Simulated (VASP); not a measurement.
Write the native input for VASP 6.6.1 that does the following.

```
Task                   : single point
Functional             : PBE
Potentials or basis    : VASP PAW PBE potentials, release 64 (Rb_sv, Tc_pv, F)
Cutoff                 : 520 eV
k mesh                 : 6 × 6 × 8
Occupations            : gaussian, width 0.05 eV
Spin                   : no spin polarisation
Dipole correction      : no
Further INCAR settings : ALGO = Normal; EDIFF = 1e-07; NBANDS = 46
```

The structure of Rb2TcF6 lies in POSCAR:

```
Rb2TcF6
1.0
    5.9490000000      0.0000000000      0.0000000000
   -2.9745000000      5.1519851271      0.0000000000
    0.0000000000      0.0000000000      4.7590000000
Rb Tc F
2 1 6
Direct
    0.3333333333      0.6666666667      0.3003000000
    0.6666666667      0.3333333333      0.6997000000
    0.0000000000      0.0000000000      0.0000000000
    0.3137000000      0.1568500000      0.2229000000
    0.8431500000      0.1568500000      0.2229000000
    0.8431500000      0.6863000000      0.2229000000
    0.1568500000      0.3137000000      0.7771000000
    0.1568500000      0.8431500000      0.7771000000
    0.6863000000      0.8431500000      0.7771000000
```

One way to write it, as run:

INCAR

```
ALGO     = Normal         # electronic algorithm
EDIFF    = 1E-7           # SCF threshold, eV
ENCUT    = 520            # plane-wave cutoff, eV
GGA      = PE             # functional
ISIF     = 2              # what is computed and relaxed
ISMEAR   = 0              # smearing method
LASPH    = T              # aspherical terms in the spheres
LCHARG   = F              # write CHGCAR
LREAL    = F              # projectors in reciprocal space
LWAVE    = F              # write WAVECAR
NBANDS   = 46             # bands
NELM     = 60             # most SCF steps
PREC     = Accurate       # precision mode
SIGMA    = 0.05           # smearing width, eV
```

KPOINTS

```
k-points
0
Gamma
  6 6 8
```

Potentials or basis: VASP PAW PBE potentials, release 64 (Rb_sv, Tc_pv, F).

Run with:

```bash
$ cat potpaw_PBE.64/Rb_sv/POTCAR potpaw_PBE.64/Tc_pv/POTCAR potpaw_PBE.64/F/POTCAR > POTCAR
$ mpirun -np 1 vasp_std > vasp.out
```

It gave:

```json
{
  "Pressure": "3.8 GPa",
  "Largest force": "0.461 eV/Å",
  "Band gap on the k mesh": "zero (an odd number of electrons rules out a gap without spin polarisation)"
}
```

Caveat: the cell stands under pressure; an odd number of electrons without spin polarisation forces a metal; a magnetic or distorted state may lie lower.

Run time: 5.2 min on 1 thread of Intel(R) Xeon(R) Platinum 8375C CPU @ 2.90GHz (Ice Lake) (shared host), peak memory 0.42 GiB.
